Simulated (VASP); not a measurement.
# Sr2Ca in VASP: a series of runs

Runs on Sr2Ca. Level: PBE. Tasks: single point.

All numbers are computed with VASP 6.6.1; they aren't measurements. Logs are shortened: lines on timing, memory, paths and dates and some standing lists are left out, and cuts for length are marked.

### 1 The cell of the first run

Symmetry: P4mm, No. 99, tetragonal system. The conventional cell has a = 3.978 Å, b = 3.978 Å, c = 9.947 Å, α = 90.00°, β = 90.00°, γ = 90.00°. Within 5.2 Å of Sr (site symmetry 4mm) lie 5 Sr at 3.98 Å and 4 Ca at 4.11 Å. Sr (site symmetry 4mm) has 5 Sr at 3.98 Å and 4 Ca at 4.09 Å within 5.2 Å. Ca (site symmetry 4mm) has 4 Ca at 3.98 Å and 8 Sr at 4.09 to 4.11 Å within 5.2 Å.

### 2 Single point, PBE

INCAR

```
PREC = Accurate
ENCUT = 520
EDIFF = 1E-7
ISMEAR = 0
SIGMA = 0.1
LREAL = False
LASPH = True
NELM = 60
ALGO = Normal
ISIF = 2
LWAVE = False
LCHARG = False
GGA = PE
NBANDS = 22
```

KPOINTS

```
regular mesh
0
Gamma
  6 6 4
```

POSCAR

```
Sr2Ca
1.0
    3.9779927109      0.0000000000      0.0000000000
    0.0000000000      3.9779927109      0.0000000000
    0.0000000000      0.0000000000      9.9470145793
Sr Ca
2 1
Direct
    0.5000000000      0.5000000000      0.3002299623
    0.5000000000      0.5000000000      0.7007263959
    0.0000000000      0.0000000000     -0.0009563582
```

Potentials or basis: VASP PAW PBE potentials, release 64 (Sr_sv, Ca_sv).

On the command line:

```bash
cat potpaw_PBE.64/Sr_sv/POTCAR potpaw_PBE.64/Ca_sv/POTCAR > POTCAR
mpirun -np 1 vasp_std > vasp.out
```

OUTCAR:

```text
PREC = Accurate
   ENCUT = 520
   EDIFF = 1E-7
   ISMEAR = 0
   LREAL = False
   LASPH = True
   NELM = 60
   ISIF = 2
   GGA = PE

 ion  position               nearest neighbor table
   1  0.500  0.500  0.300-   2 3.98   3 4.11   3 4.11   3 4.11   3 4.11
   2  0.500  0.500  0.701-   1 3.98   3 4.09   3 4.09   3 4.09   3 4.09
   3  0.000  0.000  0.999-   2 4.09   2 4.09   2 4.09   2 4.09   1 4.11   1 4.11   1 4.11   1 4.11

  LATTYP: Found a simple tetragonal cell.
 ALAT       =     3.9779927109
 C/A-ratio  =     2.5005110120

  Lattice vectors:

 A1 = (   3.9779927109,   0.0000000000,   0.0000000000)
 A2 = (   0.0000000000,   3.9779927109,   0.0000000000)
 A3 = (   0.0000000000,   0.0000000000,   9.9470145793)

Analysis of symmetry for initial positions (statically):
=====================================================================
 Subroutine PRICEL returns:
 Original cell was already a primitive cell.

 Routine SETGRP: Setting up the symmetry group for a
 simple tetragonal supercell.

 Subroutine GETGRP returns: Found  8 space group operations
 (whereof  8 operations were pure point group operations)
 out of a pool of 16 trial point group operations.

The static configuration has the point symmetry C_4v.

Analysis of symmetry for dynamics (positions and initial velocities):
=====================================================================
 Subroutine PRICEL returns:
 Original cell was already a primitive cell.

 Routine SETGRP: Setting up the symmetry group for a
 simple tetragonal supercell.

 Subroutine GETGRP returns: Found  8 space group operations
 (whereof  8 operations were pure point group operations)
 out of a pool of 16 trial point group operations.

The dynamic configuration has the point symmetry C_4v.

 Subroutine INISYM returns: Found  8 space group operations
 (whereof  8 operations are pure point group operations),
 and found     1 'primitive' translations

----------------------------------------------------------------------------------------

                                     Primitive cell

  volume of cell :     157.4058

  direct lattice vectors                    reciprocal lattice vectors
     3.977992711  0.000000000  0.000000000     0.251383065  0.000000000  0.000000000
     0.000000000  3.977992711  0.000000000     0.000000000  0.251383065  0.000000000
     0.000000000  0.000000000  9.947014579     0.000000000  0.000000000  0.100532677

  length of vectors
     3.977992711  3.977992711  9.947014579     0.251383065  0.251383065  0.100532677

  position of ions in fractional coordinates (direct lattice)
     0.500000000  0.500000000  0.300229962
     0.500000000  0.500000000  0.700726396
     0.000000000  0.000000000  0.999043642

  ion indices of the primitive-cell ions
   primitive index   ion index
                 1           1
                 2           2
                 3           3

----------------------------------------------------------------------------------------

 KPOINTS: regular mesh

Automatic generation of k-mesh.
 Grid dimensions read from file:
 generate k-points for:    6    6    4

 Generating k-lattice:

  Cartesian coordinates                     Fractional coordinates (reciprocal lattice)
     0.041897177  0.000000000  0.000000000     0.166666667  0.000000000  0.000000000
     0.000000000  0.041897177  0.000000000     0.000000000  0.166666667  0.000000000
     0.000000000  0.000000000  0.025133169     0.000000000  0.000000000  0.250000000

  Length of vectors
     0.041897177  0.041897177  0.025133169

  Shift w.r.t. Gamma in fractional coordinates (k-lattice)
     0.000000000  0.000000000  0.000000000

 Subroutine IBZKPT returns following result:
 ===========================================

 Found     30 irreducible k-points:

 Following reciprocal coordinates:
            Coordinates               Weight
  0.000000  0.000000  0.000000      1.000000
  0.166667  0.000000  0.000000      4.000000
  0.333333  0.000000  0.000000      4.000000
  0.500000  0.000000  0.000000      2.000000
  0.166667  0.166667  0.000000      4.000000
  0.333333  0.166667  0.000000      8.000000
[... 16 lines left out ...]
  0.333333  0.000000  0.500000      4.000000
  0.500000  0.000000  0.500000      2.000000
 [... further k-points ...]
   k-points           NKPTS =     30   k-points in BZ     NKDIM =     30   number of bands    NBANDS=     22
   number of dos      NEDOS =    301   number of ions     NIONS =      3
   total plane-waves  NPLWV =  72000
   dimension x,y,z NGX =    30 NGY =   30 NGZ =   80
   dimension x,y,z NGXF=    60 NGYF=   60 NGZF=  160
   ions per type =               2   1
   NGX,Y,Z   is equivalent  to a cutoff of  12.54, 12.54, 13.37 a.u.
   NGXF,Y,Z  is equivalent  to a cutoff of  25.07, 25.07, 26.74 a.u.
 SYSTEM =  unknown system
   PREC   = accura    normal or accurate (medium, high low for compatibility)
   ISTART =      0    job   : 0-new  1-cont  2-samecut
   ICHARG =      2    charge: 1-file 2-atom 10-const
   ISPIN  =      1    spin polarized calculation?
   LNONCOLLINEAR =      F non collinear calculations
   LSORBIT =      F    spin-orbit coupling
   LASPH  =      T    aspherical Exc in radial PAW
   ENCUT  =  520.0 eV  38.22 Ry    6.18 a.u.   7.40  7.40 18.49*2*pi/ulx,y,z
   NELM   =     60;   NELMIN=  2; NELMDL= -5     # of ELM steps
   EDIFF  = 0.1E-06   stopping-criterion for ELM
   LREAL  =      F    real-space projection
   EDIFFG = 0.1E-05   stopping-criterion for IOM
   NSW    =      0    number of steps for IOM
   IBRION =     -1    ionic relax: 0-MD 1-quasi-New 2-CG
   NFREE  =      0    steps in history (QN), initial steepest desc. (CG)
   ISIF   =      2    stress and relaxation
   ISYM   =      2    0-nonsym 1-usesym 2-fastsym
   POTIM  = 0.5000    time-step for ionic-motion
   TEBEG  =    0.0;   TEEND  =   0.0 temperature during run
   PSTRESS=    0.0 pullay stress
   NELECT =      30.0000    total number of electrons
   NUPDOWN=      -1.0000    fix difference up-down
   EMIN   =  10.00;   EMAX   =-10.00  energy-range for DOS
   EFERMI =   0.00;   METHOD = LEGACY
   ISMEAR =     0;   SIGMA  =   0.10  broadening in eV -4-tet -1-fermi 0-gaus
   EFERMI_NEDOS =   21; number of points for ismear=-14 and -15
   IALGO  =     38    algorithm
   IMIX   =      4    mixing-type and parameters
     AMIX     =   0.40;   BMIX     =  1.00
     AMIX_MAG =   1.60;   BMIX_MAG =  1.00
  volume/ion in A,a.u.               =      52.47       354.08
  Fermi-wavevector in a.u.,A,eV,Ry     =   0.942125  1.780357 12.076514  0.887599
  Thomas-Fermi vector in A             =   2.069703
   LORBIT       =      0    0 simple, 1 ext, 2 COOP (PROOUT), +10 PAW based schemes
   GGA     = PE    functional components
   LHFCALC =     F    Hartree Fock is set to
   AEXX    =    0.0000 exact exchange contribution
   IVDW    =     0    specifies the selected vdW correction
   LEPSILON=     F    determine dielectric tensor
   LRPA    =     F    only Hartree local field effects (RPA)
 non-spin polarized calculation
 Gauss-broadening in eV      SIGMA  =   0.10
  energy-cutoff  :      520.00
  volume of cell :      157.41
 maximum number of plane-waves:      4284
 NGX is ok and might be reduce to    30
   NGX = 15   NGY = 15   NGZ = 37

 number of electron      29.9999996 magnetization

 Free energy of the ion-electron system (eV)
  ---------------------------------------------------
  ext. energy  EPLUGINS =         0.00000000
  ---------------------------------------------------
  free energy    TOTEN  =        -4.80081414 eV

  energy without entropy =       -4.78470869  energy(sigma->0) =       -4.79276141

 E-fermi :   1.5282     XC(G=0):  -7.3373

 val. band max:        1.4626955622   @ k =   0.5000   0.3333   0.2500
 cond. band min:       1.5310837098   @ k =   0.5000   0.5000   0.2500
 fundamental gap:      0.0683881475
 Fermi energy:         1.5281866463

 k-point     1 :       0.0000    0.0000    0.0000
  band No.  band energies     occupation
      1     -40.6725      2.00000
      2     -35.1568      2.00000
      3     -35.1429      2.00000
      4     -21.6604      2.00000
      5     -21.6267      2.00000
      6     -21.6267      2.00000
[... 14 lines left out ...]
     21       4.0707      0.00000
     22       4.0825      0.00000

 k-point     2 :       0.1667    0.0000    0.0000
  band No.  band energies     occupation
      1     -40.6716      2.00000
      2     -35.1538      2.00000
      3     -35.1399      2.00000
      4     -21.6589      2.00000
      5     -21.6419      2.00000
      6     -21.6255      2.00000
[... 14 lines left out ...]
     21       3.9050      0.00000
     22       4.0040      0.00000

 k-point     3 :       0.3333    0.0000    0.0000
  band No.  band energies     occupation
      1     -40.6699      2.00000
      2     -35.1479      2.00000
      3     -35.1340      2.00000
      4     -21.6721      2.00000
      5     -21.6558      2.00000
      6     -21.6229      2.00000
[... 14 lines left out ...]
     21       3.5768      0.00000
     22       4.0677      0.00000

 k-point     4 :       0.5000    0.0000    0.0000
  band No.  band energies     occupation
      1     -40.6690      2.00000
      2     -35.1449      2.00000
      3     -35.1311      2.00000
      4     -21.6871      2.00000
      5     -21.6542      2.00000
      6     -21.6217      2.00000
[... 14 lines left out ...]
     21       3.3647      0.00000
     22       3.9120      0.00000

 k-point     5 :       0.1667    0.1667    0.0000
  band No.  band energies     occupation
      1     -40.6708      2.00000
      2     -35.1509      2.00000
      3     -35.1370      2.00000
      4     -21.6573      2.00000
      5     -21.6409      2.00000
      6     -21.6401      2.00000
[... 14 lines left out ...]
     21       3.9278      0.00000
     22       4.0003      0.00000

 k-point     6 :       0.3333    0.1667    0.0000
  band No.  band energies     occupation
      1     -40.6690      2.00000
      2     -35.1450      2.00000
      3     -35.1311      2.00000
      4     -21.6705      2.00000
      5     -21.6542      2.00000
      6     -21.6378      2.00000
[... 14 lines left out ...]
     21       3.6907      0.00000
     22       3.8753      0.00000

 k-point     7 :       0.5000    0.1667    0.0000
  band No.  band energies     occupation
      1     -40.6681      2.00000
      2     -35.1420      2.00000
      3     -35.1282      2.00000
      4     -21.6854      2.00000
      5     -21.6527      2.00000
      6     -21.6364      2.00000
[... 324 lines left out ...]
      6     -21.6480      2.00000
[... 14 lines left out ...]
     21       3.1468      0.00000
     22       3.2815      0.00000

 k-point    21 :       0.0000    0.0000    0.5000
  band No.  band energies     occupation
      1     -40.6725      2.00000
      2     -35.1568      2.00000
      3     -35.1429      2.00000
      4     -21.6605      2.00000
      5     -21.6267      2.00000
      6     -21.6267      2.00000
[... 14 lines left out ...]
     21       3.9714      0.00000
     22       3.9726      0.00000

 k-point    22 :       0.1667    0.0000    0.5000
  band No.  band energies     occupation
      1     -40.6716      2.00000
      2     -35.1538      2.00000
      3     -35.1399      2.00000
      4     -21.6589      2.00000
      5     -21.6419      2.00000
      6     -21.6255      2.00000
[... 14 lines left out ...]
     21       3.6755      0.00000
     22       3.9456      0.00000

 k-point    23 :       0.3333    0.0000    0.5000
  band No.  band energies     occupation
      1     -40.6699      2.00000
      2     -35.1479      2.00000
      3     -35.1340      2.00000
      4     -21.6721      2.00000
      5     -21.6558      2.00000
      6     -21.6229      2.00000
[... 14 lines left out ...]
     21       3.4559      0.00000
     22       4.1118      0.00000

 k-point    24 :       0.5000    0.0000    0.5000
  band No.  band energies     occupation
      1     -40.6690      2.00000
      2     -35.1449      2.00000
      3     -35.1311      2.00000
      4     -21.6871      2.00000
      5     -21.6542      2.00000
      6     -21.6217      2.00000
[... 14 lines left out ...]
     21       3.2503      0.00000
     22       3.9649      0.00000

 [... further k-points ...]

------------------------ aborting loop because EDIFF is reached ----------------------------------------

  FORCE on cell =-STRESS in cart. coord.  units (eV):
  Direction    XX          YY          ZZ          XY          YZ          ZX
  --------------------------------------------------------------------------------------
  -------------------------------------------------------------------------------------
  Total       -0.0308677     -0.0308677      0.2000826      0.0000000      0.0000000      0.0000000
  in kB       -0.3141918     -0.3141918      2.0365690      0.0000000      0.0000000      0.0000000
  external PRESSURE =       0.4693951 kB  Pullay stress =       0.0000000 kB

 VOLUME and BASIS-vectors are now :
 -----------------------------------------------------------------------------
  energy-cutoff  :      520.00
  volume of cell :      157.41
      direct lattice vectors                 reciprocal lattice vectors
     3.977992711  0.000000000  0.000000000     0.251383065  0.000000000  0.000000000
     0.000000000  3.977992711  0.000000000     0.000000000  0.251383065  0.000000000
     0.000000000  0.000000000  9.947014579     0.000000000  0.000000000  0.100532677

 POSITION                                       TOTAL-FORCE (eV/Angst)
 -----------------------------------------------------------------------------------
      1.98900      1.98900      2.98639         0.000000      0.000000      0.004770
      1.98900      1.98900      6.97014         0.000000     -0.000000     -0.032844
      0.00000      0.00000      9.93750         0.000000     -0.000000      0.028074
 -----------------------------------------------------------------------------------
    total drift:                                0.000000      0.000000     -0.000188

  FREE ENERGIE OF THE ION-ELECTRON SYSTEM (eV)
  ---------------------------------------------------
  free  energy   TOTEN  =        -4.8008141375 eV

  energy  without entropy=       -4.7847086882  energy(sigma->0) =       -4.79276141
```

Wall time 74 s (1 thread of Intel Xeon Platinum 8488C (Sapphire Rapids), shared host); peak memory 0.3 GiB.

What came out:

| Item | Value |
| --- | --- |
| Free energy | -4.8008 eV |
| Pressure | 0.0 GPa |
| Largest force | 0.033 eV/Å |
| Band gap on the k mesh | zero (bands 15 and 16 overlap by 0.44 eV) |

Forces in eV/Å, atoms in the order of the input:
```
Sr   0.000  0.000  0.005
Sr   0.000  0.000 -0.033
Ca   0.000  0.000  0.028
```

Stress tensor (GPa, compression positive):
```
-0.03  0.00  0.00
 0.00 -0.03  0.00
 0.00  0.00  0.20
```

### 3 Single point, PBE

This run uses another cell than the first one, of 52.96 Å³/atom.

INCAR

```
SYSTEM = Sr2Ca
PREC = Accurate
ENCUT = 520
EDIFF = 1E-6
ISMEAR = 0
SIGMA = 0.1
LREAL = .FALSE.
LASPH = .TRUE.
NELM = 100
ALGO = Fast
ISIF = 2
LWAVE = .FALSE.
LCHARG = .FALSE.
GGA = PE
NBANDS = 22
```

KPOINTS

```
Automatic mesh
0
G
  12 12 6
  0 0 0
```

POSCAR

```
Sr2Ca
1.0
    3.9927965688      0.0000000000      0.0000000000
    0.0000000000      3.9927965688      0.0000000000
    0.0000000000      0.0000000000      9.9661009799
Sr Ca
2 1
Direct
    0.5000000000      0.5000000000      0.2978542134
    0.5000000000      0.5000000000      0.7021457866
    0.0000000000      0.0000000000      0.0000000000
```

Potentials or basis: VASP PAW PBE potentials, release 64 (Sr_sv, Ca_sv).

On the command line:

```bash
cat potpaw_PBE.64/Sr_sv/POTCAR potpaw_PBE.64/Ca_sv/POTCAR > POTCAR
mpirun -np 1 vasp_std > vasp.out
```

Wall time 13 min (1 thread of Intel Xeon Platinum 8488C (Sapphire Rapids), shared host); peak memory 0.54 GiB.

It converged, with:

| Quantity | Value |
| --- | --- |
| Free energy | -4.8016 eV |
| Pressure | 0.0 GPa |
| Largest force | 0.004 eV/Å |
| Band gap on the k mesh | zero (bands 15 and 16 overlap by 0.48 eV) |

Forces in eV/Å, atoms in the order of the input:
```
Sr   0.000  0.000  0.004
Sr   0.000  0.000 -0.004
Ca   0.000  0.000  0.000
```

Levels at points of the mesh, in eV from the Fermi level:
```tsv
k point	band 11	band 12	band 13	band 14	band 15	band 16	band 17	band 18	band 19	band 20
(0.00, 0.00, 0.00)	-18.54	-18.54	-3.64	-2.11	-1.66	0.40	0.63	1.23	1.76	1.79
(0.50, 0.00, 0.00)	-18.53	-18.53	-1.33	-1.26	-0.41	-0.18	0.27	0.63	1.62	1.68
(0.50, 0.50, 0.00)	-18.67	-18.58	-0.52	-0.16	0.18	0.56	0.56	0.65	0.65	1.69
(0.00, 0.00, 0.50)	-18.54	-18.54	-3.36	-2.93	-0.76	0.14	0.73	1.00	1.58	1.95
(0.50, 0.00, 0.50)	-18.53	-18.53	-1.25	-1.01	-0.93	-0.17	0.29	1.17	1.30	1.47
(0.50, 0.50, 0.50)	-18.66	-18.58	-0.25	-0.20	0.02	0.48	0.48	0.78	0.78	1.47
```
